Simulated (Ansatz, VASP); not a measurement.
**YAl5N6 in VASP and in Ansatz**

```
CELL_PARAMETERS angstrom
5.63517 0.00000 0.00000
-2.81758 4.88020 0.00000
0.00000 0.00000 5.09888
ATOMIC_POSITIONS crystal
Y 0.00000 0.00000 0.97514
Al 0.66667 0.33333 0.99656
Al 0.33333 0.66667 0.99656
Al 0.00000 0.34967 0.50198
Al 0.65033 0.65033 0.50198
Al 0.34967 0.00000 0.50198
N 0.66667 0.33333 0.37379
N 0.33333 0.66667 0.37379
N 0.00000 0.00000 0.44246
N 0.00000 0.38523 0.87192
N 0.61477 0.61477 0.87192
N 0.38523 0.00000 0.87192
```

Alike in both runs: functional PBE; k mesh 6 × 6 × 6; occupations gaussian, width 0.02 eV; no spin polarisation.

Ansatz relaxed the structure, and its values are those at the end. VASP's run is a single point on that final structure, the one shown.

|  | VASP | Ansatz |
| --- | --- | --- |
| version | VASP 6.6.1 | Ansatz 0.2.0 |
| potentials or method | VASP PAW PBE potentials, release 64 (Y_sv, Al, N), cutoff 520 eV | scalar-relativistic, plane waves, PAW |
| valence electrons in the cell | 56 | 56 |

```csv
,VASP,Ansatz,Ansatz less VASP
gap on the k mesh at the Fermi level (eV),3.31,3.31,0.000
least direct gap on the mesh (eV),3.47,3.47,-0.001
pressure (GPa),-0.3,0.0,+0.24
rms of the force components (eV/Å),0.003,0.002,-0.0013
```

With one functional, cell and mesh, what is left measures potentials, basis and numerics.
